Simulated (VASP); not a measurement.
# BN (Pm-3m) in VASP: further runs

The runs below take BN through single point, with PBE, r2SCAN.

Everything below comes from runs of VASP 6.6.1. Logs are shortened: lines on timing, memory, paths and dates and some standing lists are left out, and cuts for length are marked.

### Step 1. The cell of the first run

Symmetry: Pm-3m, No. 221, cubic system. Conventional cell: a = 2.315 Å, b = 2.315 Å, c = 2.315 Å, α = 90.00°, β = 90.00°, γ = 90.00°. B (site symmetry m-3m) has 8 N at 2.00 Å and 6 B at 2.31 Å within 2.7 Å. Within 2.7 Å of N (site symmetry m-3m) lie 8 B at 2.00 Å and 6 N at 2.31 Å.

### Step 2. Single point, PBE

INCAR reads:

```
PREC = Accurate
ENCUT = 600
EDIFF = 1E-6
ISMEAR = -1
SIGMA = 0.02
LREAL = False
LASPH = True
NELM = 120
ALGO = Normal
ISIF = 2
LWAVE = False
LCHARG = False
GGA = PE
NBANDS = 11
GGA_COMPAT = False
```

KPOINTS reads:

```
Automatic mesh
0
Gamma
  8 8 8
```

POSCAR reads:

```
BN
1.0
    2.3148041859      0.0000000000      0.0000000000
    0.0000000000      2.3148041859      0.0000000000
    0.0000000000      0.0000000000      2.3148041859
B N
1 1
Direct
    0.0000000000      0.0000000000      0.0000000000
    0.5000000000      0.5000000000      0.5000000000
```

Potentials or basis: VASP PAW PBE potentials, release 64 (B, N).

Command:

```
cat potpaw_PBE.64/B/POTCAR potpaw_PBE.64/N/POTCAR > POTCAR
mpirun -np 1 vasp_std > vasp.out
```

OUTCAR:

```text
PREC = Accurate
   ENCUT = 600
   EDIFF = 1E-6
   ISMEAR = -1
   LREAL = False
   LASPH = True
   NELM = 120
   ISIF = 2
   GGA = PE

 ion  position               nearest neighbor table
   1  0.000  0.000  0.000-
   2  0.500  0.500  0.500-

  LATTYP: Found a simple cubic cell.
 ALAT       =     2.3148041859

  Lattice vectors:

 A1 = (   2.3148041859,   0.0000000000,   0.0000000000)
 A2 = (   0.0000000000,   2.3148041859,   0.0000000000)
 A3 = (   0.0000000000,   0.0000000000,   2.3148041859)

Analysis of symmetry for initial positions (statically):
=====================================================================
 Subroutine PRICEL returns:
 Original cell was already a primitive cell.

 Routine SETGRP: Setting up the symmetry group for a
 simple cubic supercell.

 Subroutine GETGRP returns: Found 48 space group operations
 (whereof 48 operations were pure point group operations)
 out of a pool of 48 trial point group operations.

The static configuration has the point symmetry O_h .

Analysis of symmetry for dynamics (positions and initial velocities):
=====================================================================
 Subroutine PRICEL returns:
 Original cell was already a primitive cell.

 Routine SETGRP: Setting up the symmetry group for a
 simple cubic supercell.

 Subroutine GETGRP returns: Found 48 space group operations
 (whereof 48 operations were pure point group operations)
 out of a pool of 48 trial point group operations.

The dynamic configuration has the point symmetry O_h .

 Subroutine INISYM returns: Found 48 space group operations
 (whereof 48 operations are pure point group operations),
 and found     1 'primitive' translations

----------------------------------------------------------------------------------------

                                     Primitive cell

  volume of cell :      12.4035

  direct lattice vectors                    reciprocal lattice vectors
     2.314804186  0.000000000  0.000000000     0.432001984  0.000000000  0.000000000
     0.000000000  2.314804186  0.000000000     0.000000000  0.432001984  0.000000000
     0.000000000  0.000000000  2.314804186     0.000000000  0.000000000  0.432001984

  length of vectors
     2.314804186  2.314804186  2.314804186     0.432001984  0.432001984  0.432001984

  position of ions in fractional coordinates (direct lattice)
     0.000000000  0.000000000  0.000000000
[... 83 lines left out ...]
   NFREE  =      0    steps in history (QN), initial steepest desc. (CG)
   ISIF   =      2    stress and relaxation
   ISYM   =      2    0-nonsym 1-usesym 2-fastsym
   POTIM  = 0.5000    time-step for ionic-motion
   TEBEG  =    0.0;   TEEND  =   0.0 temperature during run
   PSTRESS=    0.0 pullay stress
   NELECT =       8.0000    total number of electrons
   NUPDOWN=      -1.0000    fix difference up-down
   EMIN   =  10.00;   EMAX   =-10.00  energy-range for DOS
   EFERMI =   0.00;   METHOD = LEGACY
   ISMEAR =    -1;   SIGMA  =   0.02  broadening in eV -4-tet -1-fermi 0-gaus
   EFERMI_NEDOS =   21; number of points for ismear=-14 and -15
   IALGO  =     38    algorithm
   IMIX   =      4    mixing-type and parameters
     AMIX     =   0.40;   BMIX     =  1.00
     AMIX_MAG =   1.60;   BMIX_MAG =  1.00
  volume/ion in A,a.u.               =       6.20        41.85
  Fermi-wavevector in a.u.,A,eV,Ry     =   1.414460  2.672941 27.221124  2.000696
  Thomas-Fermi vector in A             =   2.536000
   LORBIT       =      0    0 simple, 1 ext, 2 COOP (PROOUT), +10 PAW based schemes
   GGA     = PE    functional components
   LHFCALC =     F    Hartree Fock is set to
   AEXX    =    0.0000 exact exchange contribution
   IVDW    =     0    specifies the selected vdW correction
   LEPSILON=     F    determine dielectric tensor
   LRPA    =     F    only Hartree local field effects (RPA)
 non-spin polarized calculation
  energy-cutoff  :      600.00
  volume of cell :       12.40
 maximum number of plane-waves:       437
   NGX =  9   NGY =  9   NGZ =  9

 number of electron       8.0000000 magnetization

 Free energy of the ion-electron system (eV)
  ---------------------------------------------------
  ext. energy  EPLUGINS =         0.00000000
  ---------------------------------------------------
  free energy    TOTEN  =       -10.03604383 eV

  energy without entropy =      -10.03518269  energy(sigma->0) =      -10.03561326

 E-fermi :   9.2539     XC(G=0): -13.2049

 val. band max:        9.1359008714   @ k =   0.3750   0.3750   0.1250
 cond. band min:       9.2950610120   @ k =   0.3750   0.1250   0.0000
 fundamental gap:      0.1591601406
 Fermi energy:         9.2539340277

 k-point     1 :       0.0000    0.0000    0.0000
  band No.  band energies     occupation
      1     -12.0693      2.00000
      2       7.0211      2.00000
      3       7.0211      2.00000
      4       7.0211      2.00000
      5      10.7035      0.00000
      6      20.1885      0.00000
      7      20.1885      0.00000
      8      20.1885      0.00000
      9      21.2436      0.00000
     10      21.2436      0.00000
     11      44.0395      0.00000
[... 309 lines left out ...]
 k-point    24 :       0.5000    0.3750    0.1250
  band No.  band energies     occupation
      1      -5.2418      2.00000
      2      -0.7935      2.00000
      3       1.5970      2.00000
      4       7.1568      2.00000
      5       9.4037      0.00112
      6      15.3654      0.00000
      7      16.2784      0.00000
      8      17.8987      0.00000
      9      30.6366      0.00000
     10      34.1565      0.00000
     11      34.4718      0.00000

 [... further k-points ...]

------------------------ aborting loop because EDIFF is reached ----------------------------------------

  FORCE on cell =-STRESS in cart. coord.  units (eV):
  Direction    XX          YY          ZZ          XY          YZ          ZX
  --------------------------------------------------------------------------------------
  -------------------------------------------------------------------------------------
  Total        0.1042877      0.1042877      0.1042877      0.0000000      0.0000000     -0.0000000
  in kB       13.4710282     13.4710282     13.4710282      0.0000000      0.0000000     -0.0000000
  external PRESSURE =      13.4710282 kB  Pullay stress =       0.0000000 kB

 VOLUME and BASIS-vectors are now :
 -----------------------------------------------------------------------------
  energy-cutoff  :      600.00
  volume of cell :       12.40
      direct lattice vectors                 reciprocal lattice vectors
     2.314804186  0.000000000  0.000000000     0.432001984  0.000000000  0.000000000
     0.000000000  2.314804186  0.000000000     0.000000000  0.432001984  0.000000000
     0.000000000  0.000000000  2.314804186     0.000000000  0.000000000  0.432001984

 POSITION                                       TOTAL-FORCE (eV/Angst)
 -----------------------------------------------------------------------------------
      0.00000      0.00000      0.00000         0.000000      0.000000      0.000000
      1.15740      1.15740      1.15740         0.000000      0.000000      0.000000
 -----------------------------------------------------------------------------------
    total drift:                                0.000000     -0.000000      0.000000

  FREE ENERGIE OF THE ION-ELECTRON SYSTEM (eV)
  ---------------------------------------------------
  free  energy   TOTEN  =       -10.0360438277 eV

  energy  without entropy=      -10.0351826876  energy(sigma->0) =      -10.03561326
```

Run time: 7.7 s. Hardware: 1 thread of Intel Xeon 8259CL, shared host; peak memory 0.11 GiB.

Results:

```yaml
Free_energy: -10.0360 eV
Pressure: 1.3 GPa
Band_gap_on_the_k_mesh: zero (band 4 reaches 9.94 eV, above the bottom of band 5 at 7.18 eV)
```

Levels at points of the mesh, in eV from the Fermi level:
| k point | band 1 | band 2 | band 3 | band 4 | band 5 | band 6 | band 7 | band 8 | band 9 |
| --- | --- | --- | --- | --- | --- | --- | --- | --- | --- |
| (0.00, 0.00, 0.00) | -21.32 | -2.23 | -2.23 | -2.23 | 1.45 | 10.93 | 10.93 | 10.93 | 11.99 |
| (0.50, 0.00, 0.00) | -17.57 | -12.87 | 0.42 | 0.42 | 4.13 | 6.78 | 6.78 | 7.18 | 18.57 |
| (0.50, 0.50, 0.00) | -13.74 | -9.61 | -9.61 | -3.73 | 1.49 | 8.37 | 8.37 | 8.90 | 19.87 |
| (0.50, 0.50, 0.50) | -11.10 | -5.04 | -5.04 | -5.04 | -1.57 | -1.57 | -1.57 | 3.03 | 28.01 |

### Step 3. Single point, r2SCAN

POSCAR is that of step 2.

INCAR.step1 reads:

```
ALGO = Normal ; EDIFF = 1E-5
ENCUT = 660 ; GGA = PE
GGA_COMPAT = F ; ISMEAR = -1
LASPH = T ; LCHARG = F
LREAL = F ; LWAVE = T
NBANDS = 11 ; NELM = 120
PREC = Accurate ; SIGMA = 0.02
```

INCAR.step2 reads:

```
ALGO = Normal ; EDIFF = 1E-6
ENCUT = 660 ; GGA_COMPAT = F
ISIF = 2 ; ISMEAR = -1
ISTART = 1 ; LASPH = T
LCHARG = F ; LMIXTAU = T
LREAL = F ; LWAVE = F
METAGGA = R2SCAN ; NBANDS = 11
NELM = 120 ; PREC = Accurate
SIGMA = 0.02
```

KPOINTS reads:

```
k-points
0
Gamma
  8 8 8
```

Potentials or basis: VASP PAW PBE potentials, release 64 (B, N).

Command:

```
cat potpaw_PBE.64/B/POTCAR potpaw_PBE.64/N/POTCAR > POTCAR
cp INCAR.step1 INCAR
mpirun -np 1 vasp_std > vasp.out
cp INCAR.step2 INCAR
mpirun -np 1 vasp_std > vasp.out
```

Wall time 33 s (1 thread of Intel Xeon 8259CL, shared host); peak memory 0.12 GiB.

Results (log left out):

- Free energy: -11.1360 eV
- Pressure: -0.8 GPa
- Band gap on the k mesh: zero (band 4 reaches 10.08 eV, above the bottom of band 5 at 7.17 eV)

Levels at points of the mesh, in eV from the Fermi level:
| k point | band 2 | band 3 | band 4 | band 5 | band 6 | band 7 |
| --- | --- | --- | --- | --- | --- | --- |
| (0.00, 0.00, 0.00) | -2.34 | -2.34 | -2.34 | 1.51 | 12.03 | 12.03 |
| (0.50, 0.00, 0.00) | -13.57 | 0.42 | 0.42 | 4.55 | 7.53 | 7.53 |
| (0.50, 0.50, 0.00) | -10.06 | -10.06 | -3.93 | 1.58 | 9.18 | 9.18 |
| (0.50, 0.50, 0.50) | -5.26 | -5.26 | -5.26 | -1.48 | -1.48 | -1.48 |

Caveat: the PAW data sets were made with another functional, which shifts forces and pressure a little.
